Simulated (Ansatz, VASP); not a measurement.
# BN in VASP and in Ansatz

The input INCAR:

```
SYSTEM = BN
ALGO = Normal
EDIFF = 1E-6
ENCUT = 520
GGA = PE
ISIF = 2
ISMEAR = -1
LASPH = .True.
LCHARG = .False.
LREAL = .False.
LWAVE = .False.
NBANDS = 11
NELM = 100
PREC = Accurate
SIGMA = 0.02
```

KPOINTS

```
k-points
0
Gamma
  12 12 12
  0 0 0
```

POSCAR

```
BN
1.0
    0.0000000000      1.8048254535      1.8048254535
    1.8048254535      0.0000000000      1.8048254535
    1.8048254535      1.8048254535      0.0000000000
B N
1 1
Direct
    0.0000000000      0.0000000000      0.0000000000
    0.2500000000      0.2500000000      0.2500000000
```

Input for Ansatz:

```yaml
crystal:
  lattice:
    - [0.0, 1.8048254535, 1.8048254535]
    - [1.8048254535, 0.0, 1.8048254535]
    - [1.8048254535, 1.8048254535, 0.0]
  atoms:
    - { symbol: B, position: [0.0, 0.0, 0.0] }
    - { symbol: "N", position: [0.25, 0.25, 0.25] }
kpoints:
  mp_grid: { grid: [12, 12, 12] }
  band_path:
    path:
      - [[0.0, 0.0, 0.0], [-0.5, -0.5, -4.764139539793e-34], [-0.375, -0.375, 0.25]]
      - [[-0.375, -2.979965921045e-17, 0.375], [0.0, 0.0, 0.0], [4.842786532631e-18, 4.842786532631e-18, 0.5], [-0.5, -0.25, 0.25], [-0.5, -0.5, -4.764139539793e-34]]
    npoints: 10
hamiltonian:
  xc: pbe
scf:
  occupations: { method: fermi_dirac, width: 0.02 }
  n_extra_bands: 4
output:
  forces: true
  stress: true
  eigenvalues: true
```

Alike in both runs: task single point; functional PBE; k mesh 12 × 12 × 12; occupations fermi-dirac, width 0.02 eV; no spin polarisation.

|  | VASP | Ansatz |
| --- | --- | --- |
| version | VASP 6.6.1 | Ansatz 0.2.0 |
| potentials or method | VASP PAW PBE potentials, release 64 (B, N) | plane waves, PAW |
| plane-wave cutoff (eV) | 520 | 420 |
| valence electrons in the cell | 8 | 8 |

```csv
,VASP,Ansatz,Ansatz less VASP
gap on the k mesh at the Fermi level (eV),4.46,4.48,+0.013
pressure (GPa),5.0,4.7,-0.29
```

With one functional, cell and mesh, what is left measures potentials, basis and numerics.
